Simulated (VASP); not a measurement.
# Ge2Cl (P4/nmm) in VASP: a series of runs, part 2 of 2

VASP 6.6.1. Earlier steps stand in the parts before.

### Step 3. Relaxation of cell and atoms, PBE

This run uses another cell than the first one, of 18.93 Å³/atom.

Contents of INCAR:

```
SYSTEM = Ge2Cl
  PREC = Accurate
  ENCUT = 600
  EDIFF = 1E-6
  ISMEAR = 0
  SIGMA = 0.1
  LREAL = .FALSE.
  LASPH = .TRUE.
  NELM = 60
  ALGO = Normal
  ISIF = 3
  LWAVE = .FALSE.
  LCHARG = .FALSE.
  GGA = PE
  IBRION = 2
  NSW = 90
  EDIFFG = -0.04
```

Contents of KPOINTS:

```
regular mesh
0
G
  4 4 4
  0 0 0
```

Contents of POSCAR:

```
Ge2Cl
1.0
    4.2064422335      0.0000000000      0.0000000000
    0.0000000000      4.2064422335      0.0000000000
    0.0000000000      0.0000000000      6.4181963037
Ge Cl
4 2
Direct
    0.0000000000      0.0000000000      0.0000000000
    0.5000000000      0.5000000000      0.0000000000
    0.0000000000      0.5000000000      0.2700000000
    0.5000000000      0.0000000000      0.7300000000
    0.0000000000      0.5000000000      0.7000000000
    0.5000000000      0.0000000000      0.3000000000
```

Potentials or basis: VASP PAW PBE potentials, release 64 (Ge_d, Cl).

On the command line:

```
> cat potpaw_PBE.64/Ge_d/POTCAR potpaw_PBE.64/Cl/POTCAR > POTCAR
> mpirun -np 1 vasp_std > vasp.out
```

OUTCAR:

```text
SYSTEM = Ge2Cl
   PREC = Accurate
   ENCUT = 600
   EDIFF = 1E-6
   ISMEAR = 0
   LREAL = .FALSE.
   LASPH = .TRUE.
   NELM = 60
   ISIF = 3
   GGA = PE
   IBRION = 2
   NSW = 90
   EDIFFG = -0.04

 ion  position               nearest neighbor table
   1  0.000  0.000  0.000-   3 2.73   4 2.73   3 2.73   4 2.73
   2  0.500  0.500  0.000-   3 2.73   4 2.73   4 2.73   3 2.73
   3  0.000  0.500  0.270-   1 2.73   2 2.73   1 2.73   2 2.73   5 2.76
   4  0.500  0.000  0.730-   1 2.73   2 2.73   2 2.73   1 2.73   6 2.76
   5  0.000  0.500  0.700-   3 2.76
   6  0.500  0.000  0.300-   4 2.76

  LATTYP: Found a simple tetragonal cell.
 ALAT       =     4.2064422335
 C/A-ratio  =     1.5258016032

  Lattice vectors:

 A1 = (   4.2064422335,   0.0000000000,   0.0000000000)
 A2 = (   0.0000000000,   4.2064422335,   0.0000000000)
 A3 = (   0.0000000000,   0.0000000000,   6.4181963037)

Analysis of symmetry for initial positions (statically):
=====================================================================
 Subroutine PRICEL returns:
 Original cell was already a primitive cell.

 Routine SETGRP: Setting up the symmetry group for a
 simple tetragonal supercell.

 Subroutine GETGRP returns: Found 16 space group operations
 (whereof  8 operations were pure point group operations)
 out of a pool of 16 trial point group operations.

The static configuration has the point symmetry D_2d.
 The point group associated with its full space group is D_4h.

Analysis of symmetry for dynamics (positions and initial velocities):
=====================================================================
 Subroutine PRICEL returns:
 Original cell was already a primitive cell.

 Routine SETGRP: Setting up the symmetry group for a
 simple tetragonal supercell.

 Subroutine GETGRP returns: Found 16 space group operations
 (whereof  8 operations were pure point group operations)
 out of a pool of 16 trial point group operations.

The dynamic configuration has the point symmetry D_2d.
 The point group associated with its full space group is D_4h.

[... 112 lines left out ...]
   EMIN   =  10.00;   EMAX   =-10.00  energy-range for DOS
   EFERMI =   0.00;   METHOD = LEGACY
   ISMEAR =     0;   SIGMA  =   0.10  broadening in eV -4-tet -1-fermi 0-gaus
   EFERMI_NEDOS =   21; number of points for ismear=-14 and -15
   IALGO  =     38    algorithm
   IMIX   =      4    mixing-type and parameters
     AMIX     =   0.40;   BMIX     =  1.00
     AMIX_MAG =   1.60;   BMIX_MAG =  1.00
  volume/ion in A,a.u.               =      18.93       127.73
  Fermi-wavevector in a.u.,A,eV,Ry     =   1.393242  2.632846 26.410586  1.941123
  Thomas-Fermi vector in A             =   2.516907
   LORBIT       =      0    0 simple, 1 ext, 2 COOP (PROOUT), +10 PAW based schemes
   GGA     = PE    functional components
   LHFCALC =     F    Hartree Fock is set to
   AEXX    =    0.0000 exact exchange contribution
   IVDW    =     0    specifies the selected vdW correction
   LEPSILON=     F    determine dielectric tensor
   LRPA    =     F    only Hartree local field effects (RPA)
 conjugate gradient relaxation of ions
 non-spin polarized calculation
 Gauss-broadening in eV      SIGMA  =   0.10
  energy-cutoff  :      600.00
  volume of cell :      113.56
 maximum number of plane-waves:      3844
 NGX is ok and might be reduce to    36
   NGX = 17   NGY = 17   NGZ = 25

--------------------------------------- Ionic step        1  -------------------------------------------

 number of electron      69.9999968 magnetization

 Free energy of the ion-electron system (eV)
  ---------------------------------------------------
  ext. energy  EPLUGINS =         0.00000000
  ---------------------------------------------------
  free energy    TOTEN  =       -19.90157577 eV

  energy without entropy =      -19.87465107  energy(sigma->0) =      -19.88811342

------------------------ aborting loop because EDIFF is reached ----------------------------------------

  FORCE on cell =-STRESS in cart. coord.  units (eV):
  Direction    XX          YY          ZZ          XY          YZ          ZX
  --------------------------------------------------------------------------------------
  -------------------------------------------------------------------------------------
  Total        6.6535167      6.6535167     11.4156044      0.0000000      0.0000000      0.0000000
  in kB       93.8683064     93.8683064    161.0521911      0.0000000      0.0000000      0.0000000
  external PRESSURE =     116.2629346 kB  Pullay stress =       0.0000000 kB
[... 1738 lines left out ...]
     41       9.4175      0.00000
     42       9.4175      0.00000

[... ionic steps 4 to 14 ...]

--------------------------------------- Ionic step       15  -------------------------------------------

 number of electron      70.0000053 magnetization

------------------------ aborting loop because EDIFF is reached ----------------------------------------
[... 75 lines left out ...]
--------------------------------------- Ionic step       17  -------------------------------------------

 number of electron      70.0000028 magnetization

 Free energy of the ion-electron system (eV)
  ---------------------------------------------------
  ext. energy  EPLUGINS =         0.00000000
  ---------------------------------------------------
  free energy    TOTEN  =       -21.99491546 eV

  energy without entropy =      -21.97803148  energy(sigma->0) =      -21.98647347

 E-fermi :   4.4515     XC(G=0):  -9.8801

 val. band max:        4.3948160827   @ k =   0.2500   0.2500   0.5000
 cond. band min:       4.4574490770   @ k =   0.2500   0.2500   0.2500
 fundamental gap:      0.0626329943
 Fermi energy:         4.4515115759
[... 841 lines left out ...]
  FREE ENERGIE OF THE ION-ELECTRON SYSTEM (eV)
  ---------------------------------------------------
  free  energy   TOTEN  =       -21.9949154577 eV

  energy  without entropy=      -21.9780314794  energy(sigma->0) =      -21.98647347

 reached required accuracy - stopping structural energy minimisation
```

CONTCAR:

```text
Ge2Cl
   1.00000000000000
     3.7214647595026098    0.0000000000000000    0.0000000000000000
     0.0000000000000000    3.7214647595026098    0.0000000000000000
     0.0000000000000000    0.0000000000000000    9.6081370237760790
  Ge              Cl
     4     2
Direct
     0.0000000000000000    0.0000000000000000    0.0000000000000000
     0.5000000000000000    0.5000000000000000    0.0000000000000000
     0.0000000000000000    0.5000000000000000    0.2456218430545679
     0.5000000000000000    1.0000000000000000    0.7543781569454322
     1.0000000000000000    0.5000000000000000    0.6428466067903384
     0.5000000000000000    0.0000000000000000    0.3571533932096615

  0.00000000E+00  0.00000000E+00  0.00000000E+00
  0.00000000E+00  0.00000000E+00  0.00000000E+00
  0.00000000E+00  0.00000000E+00  0.00000000E+00
  0.00000000E+00  0.00000000E+00  0.00000000E+00
  0.00000000E+00  0.00000000E+00  0.00000000E+00
  0.00000000E+00  0.00000000E+00  0.00000000E+00
```

It took 17 min on 1 thread of Intel Xeon 6975P-C (Granite Rapids), shared host; peak memory 0.29 GiB.

What came out:

```
Free energy                           : -21.9949 eV
Relaxed volume                        : 22.18 Å³/atom
Relaxed cell                          : a = 3.721 Å, b = 3.721 Å, c = 9.608 Å, α = 90.00°, β = 90.00°, γ = 90.00°
Space group after relaxing (to 0.1 Å) : P4/nmm (No. 129)
Energy gained by relaxing             : 348.9 meV/atom
Ionic steps                           : 17
Pressure after relaxing               : 0.0 GPa
Largest force after relaxing          : 0.038 eV/Å
Band gap on the k mesh                : zero (bands 35 and 36 overlap by 1.99 eV)
```

Forces in eV/Å, atoms in the order of the input:
```
Ge   0.000  0.000  0.000
Ge   0.000  0.000  0.000
Ge   0.000  0.000  0.038
Ge   0.000  0.000 -0.038
Cl   0.000  0.000 -0.027
Cl   0.000  0.000  0.027
```

Stress tensor (GPa, compression positive):
```
 0.13  0.00  0.00
 0.00  0.13  0.00
 0.00  0.00 -0.20
```

The path:
| step | energy change (eV) | largest force (eV/Å) | pressure (GPa) | volume (Å³) |
| --- | --- | --- | --- | --- |
| 1 | 0.0000 | 1.5271 | 11.63 | 113.56 |
| 2 | -0.9492 | 0.6290 | -1.10 | 137.61 |
| 3 | -0.9503 | 0.6013 | -1.28 | 138.67 |
| 4 | -1.1746 | 0.4360 | -1.43 | 137.96 |
| 5 | -1.4111 | 0.2305 | -0.99 | 136.31 |
| 6 | -1.6015 | 0.3712 | 1.24 | 131.46 |
| 7 | -0.9351 | 1.9715 | 10.99 | 116.60 |
| 8 | -1.6297 | 0.7678 | 2.15 | 129.25 |
| 9 | -1.6714 | 1.1461 | 3.74 | 125.41 |
| 10 | -1.8558 | 1.1120 | 2.15 | 129.38 |
| 11 | -1.8406 | 0.7682 | -0.81 | 135.07 |
| 12 | -1.9004 | 0.9983 | 0.97 | 131.87 |
| 13 | -1.9011 | 0.9682 | 0.72 | 132.30 |
| 14 | -1.9646 | 0.7702 | 0.36 | 133.04 |
| 15 | -2.0686 | 0.2564 | -0.68 | 135.26 |
| 16 | -2.0797 | 0.0884 | -1.12 | 136.18 |
| 17 | -2.0933 | 0.0376 | 0.02 | 133.07 |

Final structure:
```cif
data_structure
_symmetry_space_group_name_H-M 'P 1'
_symmetry_Int_Tables_number 1
_cell_length_a 3.7215
_cell_length_b 3.7215
_cell_length_c 9.6081
_cell_angle_alpha 90.000
_cell_angle_beta 90.000
_cell_angle_gamma 90.000
_cell_volume 133.07
loop_
_atom_site_label
_atom_site_type_symbol
_atom_site_fract_x
_atom_site_fract_y
_atom_site_fract_z
_atom_site_occupancy
Ge1 Ge 0.00000 0.00000 0.00000 1
Ge2 Ge 0.50000 0.50000 0.00000 1
Ge3 Ge 0.00000 0.50000 0.24562 1
Ge4 Ge 0.50000 0.00000 0.75438 1
Cl1 Cl 0.00000 0.50000 0.64285 1
Cl2 Cl 0.50000 0.00000 0.35715 1
```

Caveat: the k points lie up to 0.42 Å⁻¹ apart in the final cell, too coarse for converged energies and pressures of a metal; the volume moved by over 15 % at a fixed basis, so the end points are rough.
